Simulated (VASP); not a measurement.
# P (Cmce) in VASP: further runs

The runs below take P through single point, relaxation of cell and atoms, with r2SCAN0, PBE0, BLYP, PBE exchange alone.

Program: VASP 6.6.1. These are calculated values, not measurements. Logs are shortened: lines on timing, memory, paths and dates and some standing lists are left out, and cuts for length are marked.

### 1 The cell of the first run

Symmetry: Cmce, No. 64, orthorhombic system. Conventional cell: a = 3.295 Å, b = 10.930 Å, c = 4.544 Å, α = 90.00°, β = 90.00°, γ = 90.00°. P (site symmetry m) has 3 P at 2.20 to 2.25 Å within 2.9 Å.

### 2 Single point, r2SCAN0

POSCAR reads:

```
P
1.0
    1.6477431241     -5.4650377251      0.0000000000
    1.6477431241      5.4650377251      0.0000000000
    0.0000000000      0.0000000000      4.5436355900
P
4
Direct
    0.9041431300      0.0958568700      0.5888151700
    0.0958568700      0.9041431300      0.4111848300
    0.5958568700      0.4041431300      0.0888151700
    0.4041431300      0.5958568700      0.9111848300
```

INCAR.step1 reads:

```
  PREC = Accurate
  ENCUT = 520
  EDIFF = 1E-5
  ISMEAR = -1
  SIGMA = 0.05
  LREAL = False
  LASPH = True
  NELM = 60
  ALGO = Normal
  ISIF = 2
  LWAVE = True
  NBANDS = 18
  GGA = PE
```

INCAR.step2 reads:

```
  PREC = Accurate
  ENCUT = 520
  EDIFF = 1E-6
  ISMEAR = -1
  SIGMA = 0.05
  LREAL = False
  LASPH = True
  NELM = 60
  ALGO = Normal
  ISIF = 2
  LWAVE = False
  LCHARG = True
  METAGGA = R2SCAN
  LHFCALC = True
  AEXX = 0.25
  LMIXTAU = True
  PRECFOCK = Normal
  LELF = True
  LVHAR = True
  NBANDS = 18
  ISTART = 1
```

KPOINTS reads:

```
regular mesh
0
Gamma
  4 4 3
```

Potentials or basis: VASP PAW PBE potentials, release 64 (P).

The run is started by

```sh
> cat potpaw_PBE.64/P/POTCAR > POTCAR
> cp INCAR.step1 INCAR
> mpirun -np 1 vasp_std > vasp.out
> cp INCAR.step2 INCAR
> mpirun -np 1 vasp_std > vasp.out
```

OUTCAR:

```text
PREC = Accurate
   ENCUT = 520
   EDIFF = 1E-6
   ISMEAR = -1
   LREAL = False
   LASPH = True
   NELM = 60
   ISIF = 2
   METAGGA = R2SCAN
   LHFCALC = True
   AEXX = 0.25
   PRECFOCK = Normal
   ISTART = 1

 ion  position               nearest neighbor table
   1  0.904  0.096  0.589-   4 2.20   4 2.20   2 2.25
   2  0.096  0.904  0.411-   3 2.20   3 2.20   1 2.25
   3  0.596  0.404  0.089-   2 2.20   2 2.20   4 2.25
   4  0.404  0.596  0.911-   1 2.20   1 2.20   3 2.25

  LATTYP: Found a base centered orthorhombic cell.
 ALAT       =     3.2954862482
 B/A-ratio  =     3.3166806435
 C/A-ratio  =     1.3787451222

  Lattice vectors:

 A1 = (   1.6477431241,  -5.4650377251,   0.0000000000)
 A2 = (   1.6477431241,   5.4650377251,   0.0000000000)
 A3 = (   0.0000000000,   0.0000000000,   4.5436355900)

Analysis of symmetry for initial positions (statically):
=====================================================================
 Subroutine PRICEL returns:
 Original cell was already a primitive cell.

 Routine SETGRP: Setting up the symmetry group for a
 base centered orthorhombic supercell.

 Subroutine GETGRP returns: Found  8 space group operations
 (whereof  4 operations were pure point group operations)
 out of a pool of  8 trial point group operations.

The static configuration has the point symmetry C_2h.
 The point group associated with its full space group is D_2h.

Analysis of symmetry for dynamics (positions and initial velocities):
=====================================================================
 Subroutine PRICEL returns:
 Original cell was already a primitive cell.

 Routine SETGRP: Setting up the symmetry group for a
 base centered orthorhombic supercell.

 Subroutine GETGRP returns: Found  8 space group operations
 (whereof  4 operations were pure point group operations)
 out of a pool of  8 trial point group operations.

The dynamic configuration has the point symmetry C_2h.
 The point group associated with its full space group is D_2h.

 Subroutine INISYM returns: Found  8 space group operations
 (whereof  4 operations are pure point group operations),
 and found     1 'primitive' translations

----------------------------------------------------------------------------------------

                                     Primitive cell

  volume of cell :      81.8307

  direct lattice vectors                    reciprocal lattice vectors
     1.647743124 -5.465037725  0.000000000     0.303445357 -0.091490677  0.000000000
     1.647743124  5.465037725  0.000000000     0.303445357  0.091490677  0.000000000
     0.000000000  0.000000000  4.543635590     0.000000000  0.000000000  0.220088073

  length of vectors
     5.708037731  5.708037731  4.543635590     0.316937894  0.316937894  0.220088073

  position of ions in fractional coordinates (direct lattice)
     0.904143130  0.095856870  0.588815170
     0.095856870  0.904143130  0.411184830
     0.595856870  0.404143130  0.088815170
     0.404143130  0.595856870  0.911184830

  ion indices of the primitive-cell ions
   primitive index   ion index
                 1           1
                 2           2
                 3           3
                 4           4

----------------------------------------------------------------------------------------

 KPOINTS: regular mesh

Automatic generation of k-mesh.
 Grid dimensions read from file:
 generate k-points for:    4    4    3

 Generating k-lattice:

  Cartesian coordinates                     Fractional coordinates (reciprocal lattice)
     0.075861339 -0.022872669  0.000000000     0.250000000 -0.000000000  0.000000000
     0.075861339  0.022872669  0.000000000    -0.000000000  0.250000000  0.000000000
     0.000000000  0.000000000  0.073362691     0.000000000  0.000000000  0.333333333

  Length of vectors
     0.079234473  0.079234473  0.073362691

  Shift w.r.t. Gamma in fractional coordinates (k-lattice)
     0.000000000  0.000000000  0.000000000

 Subroutine IBZKPT returns following result:
 ===========================================

 Found     14 irreducible k-points:

 Following reciprocal coordinates:
            Coordinates               Weight
  0.000000  0.000000  0.000000      1.000000
  0.250000  0.000000  0.000000      4.000000
  0.500000  0.000000  0.000000      2.000000
  0.250000  0.250000  0.000000      2.000000
  0.500000  0.250000  0.000000      4.000000
 -0.250000  0.250000  0.000000      2.000000
  0.500000  0.500000  0.000000      1.000000
  0.000000  0.000000  0.333333      2.000000
  0.250000  0.000000  0.333333      8.000000
  0.500000  0.000000  0.333333      4.000000
  0.250000  0.250000  0.333333      4.000000
  0.500000  0.250000  0.333333      8.000000
 -0.250000  0.250000  0.333333      4.000000
  0.500000  0.500000  0.333333      2.000000
   k-points           NKPTS =     14   k-points in BZ     NKDIM =     48   number of bands    NBANDS=     18
   number of dos      NEDOS =    301   number of ions     NIONS =      4
   total plane-waves  NPLWV =  63504
   dimension x,y,z NGX =    42 NGY =   42 NGZ =   36
   dimension x,y,z NGXF=    84 NGYF=   84 NGZF=   72
   ions per type =               4
   NGX,Y,Z   is equivalent  to a cutoff of  12.23, 12.23, 13.17 a.u.
   NGXF,Y,Z  is equivalent  to a cutoff of  24.46, 24.46, 26.34 a.u.
 SYSTEM =  unknown system
   PREC   = accura    normal or accurate (medium, high low for compatibility)
   ISTART =      1    job   : 0-new  1-cont  2-samecut
   ICHARG =      0    charge: 1-file 2-atom 10-const
   ISPIN  =      1    spin polarized calculation?
   LNONCOLLINEAR =      F non collinear calculations
   LSORBIT =      F    spin-orbit coupling
   LASPH  =      T    aspherical Exc in radial PAW
   ENCUT  =  520.0 eV  38.22 Ry    6.18 a.u.  10.61 10.61  8.45*2*pi/ulx,y,z
   NELM   =     60;   NELMIN=  2; NELMDL=  0     # of ELM steps
   EDIFF  = 0.1E-05   stopping-criterion for ELM
   LREAL  =      F    real-space projection
   EDIFFG = 0.1E-04   stopping-criterion for IOM
   NSW    =      0    number of steps for IOM
   IBRION =     -1    ionic relax: 0-MD 1-quasi-New 2-CG
   NFREE  =      0    steps in history (QN), initial steepest desc. (CG)
   ISIF   =      2    stress and relaxation
   ISYM   =      3    0-nonsym 1-usesym 2-fastsym
   POTIM  = 0.5000    time-step for ionic-motion
   TEBEG  =    0.0;   TEEND  =   0.0 temperature during run
   PSTRESS=    0.0 pullay stress
   NELECT =      20.0000    total number of electrons
   NUPDOWN=      -1.0000    fix difference up-down
   EMIN   =  10.00;   EMAX   =-10.00  energy-range for DOS
   EFERMI =   0.00;   METHOD = LEGACY
   ISMEAR =    -1;   SIGMA  =   0.05  broadening in eV -4-tet -1-fermi 0-gaus
   EFERMI_NEDOS =   21; number of points for ismear=-14 and -15
   IALGO  =     38    algorithm
   IMIX   =      1    mixing-type and parameters
     AMIX     =   0.40;   BMIX     =  1.00
     AMIX_MAG =   1.60;   BMIX_MAG =  1.00
  volume/ion in A,a.u.               =      20.46       138.06
  Fermi-wavevector in a.u.,A,eV,Ry     =   1.023559  1.934246 14.254450  1.047673
  Thomas-Fermi vector in A             =   2.157299
   LORBIT       =      0    0 simple, 1 ext, 2 COOP (PROOUT), +10 PAW based schemes
   METAGGA = R2SCAN    functional components
   LHFCALC =     T    Hartree Fock is set to
   PRECFOCK=normal    Normal, Fast or Accurate (Low or Medium for compatibility)
   ENCUT4O =  -1.0   cutoff for four orbital integrals eV
   NKREDX  =     1    reduce k-point grid by
   NKREDY  =     1    reduce k-point grid by
   NKREDZ  =     1    reduce k-point grid by
   AEXX    =    0.2500 exact exchange contribution
   HFSCREEN=    0.0000 screening length (either q_TF or 0.3 A-1)
   HFSCREENC=   0.0000 screening length for correlation (either q_TF or 0.3 A-1)
   ENCUTFOCK=  -1.0 apply spherical cutoff to Coloumb kernel
   IVDW    =     0    specifies the selected vdW correction
   LEPSILON=     F    determine dielectric tensor
   LRPA    =     F    only Hartree local field effects (RPA)
 non-spin polarized calculation
  energy-cutoff  :      520.00
  volume of cell :       81.83
 maximum number of plane-waves:      2223
  NGX = 32; NGY = 32; NGZ = 28

 number of electron      20.0000004 magnetization

 Free energy of the ion-electron system (eV)
  ---------------------------------------------------
  ext. energy  EPLUGINS =         0.00000000
  ---------------------------------------------------
  free energy    TOTEN  =       -38.89015230 eV

  energy without entropy =      -38.89015228  energy(sigma->0) =      -38.89015229

 E-fermi :   5.8932     XC(G=0):  -7.7122

 val. band max:        5.1489915787   @ k =   0.5000   0.5000   0.0000
 cond. band min:       6.6373070985   @ k =   0.5000   0.5000   0.0000
 fundamental gap:      1.4883155198
 Fermi energy:         5.8932160233

 k-point     1 :       0.0000    0.0000    0.0000
  band No.  band energies     occupation
      1     -12.8871      2.00000
      2      -9.7617      2.00000
      3      -6.0291      2.00000
      4      -2.5648      2.00000
      5      -0.4762      2.00000
      6      -0.4577      2.00000
[... 10 lines left out ...]
     17      14.0379      0.00000
     18      14.4966      0.00000

 k-point     2 :       0.2500    0.0000    0.0000
  band No.  band energies     occupation
      1     -12.0239      2.00000
      2      -8.9292      2.00000
      3      -6.7075      2.00000
      4      -2.5699      2.00000
      5      -1.8259      2.00000
      6      -1.6276      2.00000
[... 10 lines left out ...]
     17      12.5822      0.00000
     18      13.7917      0.00000

 k-point     3 :       0.5000    0.0000    0.0000
  band No.  band energies     occupation
      1      -9.5867      2.00000
      2      -9.5867      2.00000
      3      -6.4456      2.00000
      4      -6.4456      2.00000
      5      -1.1705      2.00000
      6      -1.1705      2.00000
[... 202 lines left out ...]
 k-point    13 :      -0.2500    0.2500    0.3333
  band No.  band energies     occupation
      1     -12.2025      2.00000
      2     -10.7422      2.00000
      3      -5.9285      2.00000
      4      -4.1629      2.00000
      5      -0.0815      2.00000
      6       0.8962      2.00000
[... 10 lines left out ...]
     17      13.2423      0.00000
     18      13.4914      0.00000

 k-point    14 :       0.5000    0.5000    0.3333
  band No.  band energies     occupation
      1     -12.1390      2.00000
      2     -10.7734      2.00000
      3      -6.1165      2.00000
      4      -4.4336      2.00000
      5       0.8589      2.00000
      6       0.9715      2.00000
[... 10 lines left out ...]
     17      13.0666      0.00000
     18      13.1629      0.00000

------------------------ aborting loop because EDIFF is reached ----------------------------------------

  FORCE on cell =-STRESS in cart. coord.  units (eV):
  Direction    XX          YY          ZZ          XY          YZ          ZX
  --------------------------------------------------------------------------------------
  -------------------------------------------------------------------------------------
  Total       -0.1338487     -1.1391057     -1.1020180      0.0000000      0.0000000      0.0000000
  in kB       -2.6206474    -22.3027518    -21.5766057      0.0000000      0.0000000      0.0000000
  external PRESSURE =     -15.5000017 kB  Pullay stress =       0.0000000 kB

 VOLUME and BASIS-vectors are now :
 -----------------------------------------------------------------------------
  energy-cutoff  :      520.00
  volume of cell :       81.83
      direct lattice vectors                 reciprocal lattice vectors
     1.647743124 -5.465037725  0.000000000     0.303445357 -0.091490677  0.000000000
     1.647743124  5.465037725  0.000000000     0.303445357  0.091490677  0.000000000
     0.000000000  0.000000000  4.543635590     0.000000000  0.000000000  0.220088073

 POSITION                                       TOTAL-FORCE (eV/Angst)
 -----------------------------------------------------------------------------------
      1.64774     -4.41731      2.67536         0.000000     -0.275190      0.119143
      1.64774      4.41731      1.86827         0.000000      0.275190     -0.119143
      1.64774     -1.04772      0.40354         0.000000      0.275190      0.119143
      1.64774      1.04772      4.14009         0.000000     -0.275190     -0.119143
 -----------------------------------------------------------------------------------
    total drift:                                0.000001      0.000000     -0.000000

  FREE ENERGIE OF THE ION-ELECTRON SYSTEM (eV)
  ---------------------------------------------------
  free  energy   TOTEN  =       -38.8901523006 eV

  energy  without entropy=      -38.8901522778  energy(sigma->0) =      -38.89015229
```

Run time: 26 min. Hardware: 1 thread of Intel Xeon Platinum 8259CL at 2.50GHz (Skylake/Cascade Lake), shared host; peak memory 0.27 GiB.

What came out:

| Property | Result |
| --- | --- |
| Free energy | -38.8902 eV |
| Pressure | -1.6 GPa |
| Largest force | 0.300 eV/Å |
| Band gap on the k mesh | 1.49 eV |

Forces on the atoms (eV/Å):
```
P    0.000 -0.275  0.119
P    0.000  0.275 -0.119
P    0.000  0.275  0.119
P    0.000 -0.275 -0.119
```

Levels at points of the mesh, in eV from the valence-band top:
```
           k point  band 6  band 7  band 8  band 9  band 10  band 11  band 12  band 13  band 14  band 15
(0.00, 0.00, 0.00)   -5.61   -4.66   -3.16   -2.96    -1.42     1.96     2.59     3.61     4.56     7.49
(0.50, 0.00, 0.00)   -6.32   -3.92   -3.92   -2.98    -2.98     2.16     2.16     2.95     2.95     5.07
(0.50, 0.50, 0.00)   -6.28   -4.77   -2.78   -1.82     0.00     1.49     2.33     3.86     4.43     6.86
```

Caveat: the k points lie up to 0.50 Å⁻¹ apart; the PAW data sets were made with another functional, which shifts forces and pressure a little.

### 3 Single point, PBE0

POSCAR is that of step 2.

INCAR.step1 reads:

```
SYSTEM = P
PREC = Accurate ; ENCUT = 520
EDIFF = 1E-5 ; ISMEAR = -1
SIGMA = 0.05 ; LREAL = .False.
LASPH = .True. ; NELM = 60
ALGO = Normal ; ISIF = 2
LWAVE = .True. ; LCHARG = .False.
NBANDS = 18 ; GGA = PE
```

INCAR.step2 reads:

```
SYSTEM = P
PREC = Accurate ; ENCUT = 520
EDIFF = 1E-6 ; ISMEAR = -1
SIGMA = 0.05 ; LREAL = .False.
LASPH = .True. ; NELM = 60
ALGO = Normal ; ISIF = 2
LWAVE = .False. ; LCHARG = .False.
GGA = PE ; LHFCALC = .True.
AEXX = 0.25 ; PRECFOCK = Normal
NBANDS = 18 ; ISTART = 1
```

KPOINTS reads:

```
regular mesh
0
Gamma
  4 4 3
  0 0 0
```

Potentials or basis: VASP PAW PBE potentials, release 64 (P).

The run is started by

```sh
> cat potpaw_PBE.64/P/POTCAR > POTCAR
> cp INCAR.step1 INCAR
> mpirun -np 1 vasp_std > vasp.out
> cp INCAR.step2 INCAR
> mpirun -np 1 vasp_std > vasp.out
```

It took 22 min on 1 thread of Intel Xeon Platinum 8259CL at 2.50GHz (Skylake/Cascade Lake), shared host; peak memory 0.25 GiB.

The run converged. Its results:

| Item | Value |
| --- | --- |
| Free energy | -28.0616 eV |
| Pressure | -0.8 GPa |
| Largest force | 0.211 eV/Å |
| Band gap on the k mesh | 1.41 eV |

Forces in eV/Å, atoms in the order of the input:
```
P    0.000 -0.208 -0.032
P    0.000  0.208  0.032
P    0.000  0.208 -0.032
P    0.000 -0.208  0.032
```

Stress tensor (GPa, compression positive):
```
 0.42  0.00  0.00
 0.00 -1.47  0.00
 0.00  0.00 -1.27
```

Levels at points of the mesh, in eV from the valence-band top:
```
           k point  band 8  band 9  band 10  band 11  band 12  band 13
(0.00, 0.00, 0.00)   -3.09   -2.86    -1.39     1.90     2.46     3.47
(0.50, 0.00, 0.00)   -3.81   -2.92    -2.92     2.04     2.04     2.83
(0.50, 0.50, 0.00)   -2.69   -1.77     0.00     1.41     2.19     3.72
```

Caveat: the k points lie up to 0.50 Å⁻¹ apart; the PAW data sets were made with another functional, which shifts forces and pressure a little. A k mesh can miss the band edges.

(Continued in part 2 of 3.)
